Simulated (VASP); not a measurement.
# BN (F-43m) in VASP: single point with r2SCAN

Aim: the single point of BN with r2SCAN.

All numbers are computed with VASP 6.6.1; they aren't measurements. Logs are shortened: lines on timing, memory, paths and dates and some standing lists are left out, and cuts for length are marked.

## (1) The cell of the first run

Symmetry: F-43m, No. 216, cubic system. Conventional cell: a = 3.610 Å, b = 3.610 Å, c = 3.610 Å, α = 90.00°, β = 90.00°, γ = 90.00°. Within 2.1 Å of B (site symmetry -43m) lie 4 N at 1.56 Å. Within 2.1 Å of N (site symmetry -43m) lie 4 B at 1.56 Å.

## (2) Single point, r2SCAN

Contents of POSCAR:

```
BN
1.0
    0.0000000000      1.8048001067      1.8048001067
    1.8048001067      0.0000000000      1.8048001067
    1.8048001067      1.8048001067      0.0000000000
B N
1 1
Direct
    0.0000000000      0.0000000000      0.0000000000
    0.2500000000      0.2500000000      0.2500000000
```

Contents of INCAR.step1:

```
SYSTEM = BN
PREC = Accurate
ENCUT = 1460
ISMEAR = 0
SIGMA = 0.01
LREAL = .FALSE.
LASPH = .TRUE.
NELM = 120
NBANDS = 11
GGA = PE
ALGO = Normal
EDIFF = 1E-5
LWAVE = .TRUE.
LCHARG = .FALSE.
GGA_COMPAT = .FALSE.
```

Contents of INCAR.step2:

```
SYSTEM = BN
PREC = Accurate
ENCUT = 1460
EDIFF = 1E-6
ISMEAR = 0
SIGMA = 0.01
LREAL = .FALSE.
LASPH = .TRUE.
NELM = 120
ALGO = Normal
ISIF = 2
LWAVE = .FALSE.
LCHARG = .FALSE.
METAGGA = R2SCAN
LMIXTAU = .TRUE.
NBANDS = 11
ISTART = 1
GGA_COMPAT = .FALSE.
```

Contents of KPOINTS:

```
Automatic mesh
0
G
  10 10 10
  0 0 0
```

Potentials or basis: VASP PAW PBE potentials, release 64 (B_h, N_h).

Launch:

```
> cat potpaw_PBE.64/B_h/POTCAR potpaw_PBE.64/N_h/POTCAR > POTCAR
> cp INCAR.step1 INCAR
> mpirun -np 1 vasp_std > vasp.out
> cp INCAR.step2 INCAR
> mpirun -np 1 vasp_std > vasp.out
```

OUTCAR:

```text
SYSTEM = BN
   PREC = Accurate
   ENCUT = 1460
   EDIFF = 1E-6
   ISMEAR = 0
   LREAL = .FALSE.
   LASPH = .TRUE.
   NELM = 120
   ISIF = 2
   METAGGA = R2SCAN
   ISTART = 1

 ion  position               nearest neighbor table
   1  0.000  0.000  0.000-
   2  0.250  0.250  0.250-

  LATTYP: Found a face centered cubic cell.
 ALAT       =     3.6096002134

  Lattice vectors:

 A1 = (   0.0000000000,   1.8048001067,   1.8048001067)
 A2 = (   1.8048001067,   0.0000000000,   1.8048001067)
 A3 = (   1.8048001067,   1.8048001067,   0.0000000000)

Analysis of symmetry for initial positions (statically):
=====================================================================
 Subroutine PRICEL returns:
 Original cell was already a primitive cell.

 Routine SETGRP: Setting up the symmetry group for a
 face centered cubic supercell.

 Subroutine GETGRP returns: Found 24 space group operations
 (whereof 24 operations were pure point group operations)
 out of a pool of 48 trial point group operations.

The static configuration has the point symmetry T_d .

Analysis of symmetry for dynamics (positions and initial velocities):
=====================================================================
 Subroutine PRICEL returns:
 Original cell was already a primitive cell.

 Routine SETGRP: Setting up the symmetry group for a
 face centered cubic supercell.

 Subroutine GETGRP returns: Found 24 space group operations
 (whereof 24 operations were pure point group operations)
 out of a pool of 48 trial point group operations.

The dynamic configuration has the point symmetry T_d .

 Subroutine INISYM returns: Found 24 space group operations
 (whereof 24 operations are pure point group operations),
 and found     1 'primitive' translations

----------------------------------------------------------------------------------------

                                     Primitive cell

  volume of cell :      11.7576

  direct lattice vectors                    reciprocal lattice vectors
     0.000000000  1.804800107  1.804800107    -0.277038991  0.277038991  0.277038991
     1.804800107  0.000000000  1.804800107     0.277038991 -0.277038991  0.277038991
     1.804800107  1.804800107  0.000000000     0.277038991  0.277038991 -0.277038991

  length of vectors
     2.552372788  2.552372788  2.552372788     0.479845608  0.479845608  0.479845608

  position of ions in fractional coordinates (direct lattice)
     0.000000000  0.000000000  0.000000000
     0.250000000  0.250000000  0.250000000

  ion indices of the primitive-cell ions
   primitive index   ion index
                 1           1
                 2           2

----------------------------------------------------------------------------------------

 KPOINTS: Automatic mesh

Automatic generation of k-mesh.
 Grid dimensions read from file:
 generate k-points for:   10   10   10

 Generating k-lattice:

  Cartesian coordinates                     Fractional coordinates (reciprocal lattice)
    -0.027703899  0.027703899  0.027703899     0.100000000  0.000000000  0.000000000
     0.027703899 -0.027703899  0.027703899     0.000000000  0.100000000  0.000000000
     0.027703899  0.027703899 -0.027703899     0.000000000  0.000000000  0.100000000

  Length of vectors
     0.047984561  0.047984561  0.047984561

  Shift w.r.t. Gamma in fractional coordinates (k-lattice)
     0.000000000  0.000000000  0.000000000

 Subroutine IBZKPT returns following result:
 ===========================================

 Found     47 irreducible k-points:

 Following reciprocal coordinates:
            Coordinates               Weight
  0.000000  0.000000  0.000000      1.000000
  0.100000  0.000000  0.000000      8.000000
  0.200000  0.000000  0.000000      8.000000
  0.300000  0.000000  0.000000      8.000000
  0.400000  0.000000  0.000000      8.000000
  0.500000  0.000000  0.000000      4.000000
[... 16 lines left out ...]
  0.300000  0.300000  0.000000      6.000000
  0.400000  0.300000  0.000000     24.000000
 [... further k-points ...]
   k-points           NKPTS =     47   k-points in BZ     NKDIM =     47   number of bands    NBANDS=     11
   number of dos      NEDOS =    301   number of ions     NIONS =      2
   total plane-waves  NPLWV =  32768
   dimension x,y,z NGX =    32 NGY =   32 NGZ =   32
   dimension x,y,z NGXF=    64 NGYF=   64 NGZF=   64
   ions per type =               1   1
   NGX,Y,Z   is equivalent  to a cutoff of  20.84, 20.84, 20.84 a.u.
   NGXF,Y,Z  is equivalent  to a cutoff of  41.69, 41.69, 41.69 a.u.
 SYSTEM =  BN
   PREC   = accura    normal or accurate (medium, high low for compatibility)
   ISTART =      1    job   : 0-new  1-cont  2-samecut
   ICHARG =      0    charge: 1-file 2-atom 10-const
   ISPIN  =      1    spin polarized calculation?
   LNONCOLLINEAR =      F non collinear calculations
   LSORBIT =      F    spin-orbit coupling
   LASPH  =      T    aspherical Exc in radial PAW
   ENCUT  = 1460.0 eV 107.31 Ry   10.36 a.u.   7.95  7.95  7.95*2*pi/ulx,y,z
   NELM   =    120;   NELMIN=  2; NELMDL=  0     # of ELM steps
   EDIFF  = 0.1E-05   stopping-criterion for ELM
   LREAL  =      F    real-space projection
   EDIFFG = 0.1E-04   stopping-criterion for IOM
   NSW    =      0    number of steps for IOM
   IBRION =     -1    ionic relax: 0-MD 1-quasi-New 2-CG
   NFREE  =      0    steps in history (QN), initial steepest desc. (CG)
   ISIF   =      2    stress and relaxation
   ISYM   =      2    0-nonsym 1-usesym 2-fastsym
   POTIM  = 0.5000    time-step for ionic-motion
   TEBEG  =    0.0;   TEEND  =   0.0 temperature during run
   PSTRESS=    0.0 pullay stress
   NELECT =       8.0000    total number of electrons
   NUPDOWN=      -1.0000    fix difference up-down
   EMIN   =  10.00;   EMAX   =-10.00  energy-range for DOS
   EFERMI =   0.00;   METHOD = LEGACY
   ISMEAR =     0;   SIGMA  =   0.01  broadening in eV -4-tet -1-fermi 0-gaus
   EFERMI_NEDOS =   21; number of points for ismear=-14 and -15
   IALGO  =     38    algorithm
   IMIX   =      4    mixing-type and parameters
     AMIX     =   0.40;   BMIX     =  1.00
     AMIX_MAG =   1.60;   BMIX_MAG =  1.00
  volume/ion in A,a.u.               =       5.88        39.67
  Fermi-wavevector in a.u.,A,eV,Ry     =   1.439900  2.721017 28.209130  2.073313
  Thomas-Fermi vector in A             =   2.558704
   LORBIT       =      0    0 simple, 1 ext, 2 COOP (PROOUT), +10 PAW based schemes
   METAGGA = R2SCAN    functional components
   LHFCALC =     F    Hartree Fock is set to
   AEXX    =    0.0000 exact exchange contribution
   IVDW    =     0    specifies the selected vdW correction
   LEPSILON=     F    determine dielectric tensor
   LRPA    =     F    only Hartree local field effects (RPA)
 non-spin polarized calculation
 Gauss-broadening in eV      SIGMA  =   0.01
  energy-cutoff  :     1460.00
  volume of cell :       11.76
 maximum number of plane-waves:      1524
   NGX = 15   NGY = 15   NGZ = 15

 number of electron       8.0000000 magnetization

 Free energy of the ion-electron system (eV)
  ---------------------------------------------------
  ext. energy  EPLUGINS =         0.00000000
  ---------------------------------------------------
  free energy    TOTEN  =       -19.20397517 eV

  energy without entropy =      -19.20397517  energy(sigma->0) =      -19.20397517

 E-fermi :   9.1415     XC(G=0): -13.7802

 val. band max:        8.9859035495   @ k =   0.0000   0.0000   0.0000
 cond. band min:      13.9839645148   @ k =   0.5000   0.5000   0.0000
 fundamental gap:      4.9980609653
 Fermi energy:         9.1414695262

 k-point     1 :       0.0000    0.0000    0.0000
  band No.  band energies     occupation
      1     -12.3488      2.00000
      2       8.9859      2.00000
      3       8.9859      2.00000
      4       8.9859      2.00000
      5      18.5578      0.00000
      6      18.5578      0.00000
      7      18.5578      0.00000
      8      20.1263      0.00000
      9      35.2160      0.00000
     10      37.7440      0.00000
     11      37.7440      0.00000

 k-point     2 :       0.1000    0.0000    0.0000
  band No.  band energies     occupation
      1     -12.0964      2.00000
      2       7.6587      2.00000
      3       8.7236      2.00000
      4       8.7236      2.00000
      5      18.8483      0.00000
      6      18.9623      0.00000
      7      18.9623      0.00000
      8      20.9586      0.00000
      9      34.9193      0.00000
     10      35.2437      0.00000
     11      35.2437      0.00000

 k-point     3 :       0.2000    0.0000    0.0000
  band No.  band energies     occupation
      1     -11.3545      2.00000
      2       4.8170      2.00000
      3       8.1313      2.00000
      4       8.1313      2.00000
      5      19.2128      0.00000
      6      19.7986      0.00000
      7      19.7986      0.00000
      8      22.7490      0.00000
      9      33.7297      0.00000
     10      33.7297      0.00000
     11      34.1759      0.00000

 k-point     4 :       0.3000    0.0000    0.0000
  band No.  band energies     occupation
      1     -10.1873      2.00000
      2       1.7296      2.00000
      3       7.5289      2.00000
      4       7.5289      2.00000
      5      19.5307      0.00000
      6      20.3824      0.00000
      7      20.3824      0.00000
      8      24.2835      0.00000
      9      33.6722      0.00000
     10      34.0531      0.00000
     11      34.0531      0.00000
[... 239 lines left out ...]
 k-point    22 :      -0.2000    0.2000    0.0000
  band No.  band energies     occupation
      1      -9.8005      2.00000
      2       2.5341      2.00000
      3       4.5401      2.00000
      4       7.6405      2.00000
      5      20.3482      0.00000
      6      20.8233      0.00000
      7      21.4001      0.00000
      8      23.6720      0.00000
      9      31.2575      0.00000
     10      32.8019      0.00000
     11      37.3617      0.00000

 k-point    23 :       0.3000    0.3000    0.0000
  band No.  band energies     occupation
      1      -9.4796      2.00000
      2       3.4679      2.00000
      3       5.1736      2.00000
      4       5.1736      2.00000
      5      15.7457      0.00000
      6      20.4718      0.00000
      7      24.8665      0.00000
      8      24.8665      0.00000
      9      28.9829      0.00000
     10      38.0944      0.00000
     11      42.0420      0.00000

 k-point    24 :       0.4000    0.3000    0.0000
  band No.  band energies     occupation
      1      -8.4474      2.00000
      2       1.8530      2.00000
      3       4.2901      2.00000
      4       4.7453      2.00000
      5      15.6949      0.00000
      6      20.3174      0.00000
      7      25.6512      0.00000
      8      25.7717      0.00000
      9      30.0680      0.00000
     10      37.7763      0.00000
     11      42.2186      0.00000

 [... further k-points ...]
[... 5 lines left out ...]
  --------------------------------------------------------------------------------------
  -------------------------------------------------------------------------------------
  Total       -0.0308853     -0.0308853     -0.0308853      0.0000000      0.0000000     -0.0000000
  in kB       -4.2086699     -4.2086699     -4.2086699      0.0000000      0.0000000     -0.0000000
  external PRESSURE =      -4.2086699 kB  Pullay stress =       0.0000000 kB

 VOLUME and BASIS-vectors are now :
 -----------------------------------------------------------------------------
  energy-cutoff  :     1460.00
  volume of cell :       11.76
      direct lattice vectors                 reciprocal lattice vectors
     0.000000000  1.804800107  1.804800107    -0.277038991  0.277038991  0.277038991
     1.804800107  0.000000000  1.804800107     0.277038991 -0.277038991  0.277038991
     1.804800107  1.804800107  0.000000000     0.277038991  0.277038991 -0.277038991

 POSITION                                       TOTAL-FORCE (eV/Angst)
 -----------------------------------------------------------------------------------
      0.00000      0.00000      0.00000        -0.000000      0.000000      0.000000
      0.90240      0.90240      0.90240         0.000000     -0.000000     -0.000000
 -----------------------------------------------------------------------------------
    total drift:                               -0.000000     -0.000000     -0.000000

  FREE ENERGIE OF THE ION-ELECTRON SYSTEM (eV)
  ---------------------------------------------------
  free  energy   TOTEN  =       -19.2039751706 eV

  energy  without entropy=      -19.2039751706  energy(sigma->0) =      -19.20397517
```

Wall time 55 s (1 thread of Intel Xeon Platinum 8259CL at 2.50GHz (Skylake/Cascade Lake), shared host); peak memory 0.19 GiB.

What came out:

- Free energy: -19.2040 eV
- Pressure: -0.4 GPa
- Band gap on the k mesh: 5.00 eV (least direct gap 9.57 eV)

Levels at points of the mesh, in eV from the valence-band top:
```
           k point  band 1  band 2  band 3  band 4  band 5  band 6  band 7  band 8
(0.00, 0.00, 0.00)  -21.33    0.00    0.00    0.00    9.57    9.57    9.57   11.14
(0.50, 0.00, 0.00)  -17.02  -11.11   -2.02   -2.02   10.85   11.51   11.51   16.46
(0.50, 0.50, 0.00)  -15.59   -9.34   -5.11   -5.11    5.00    9.84   19.36   19.36
```

Caveat: the PAW data sets were made with another functional, which shifts forces and pressure a little. A k mesh can miss the band edges.
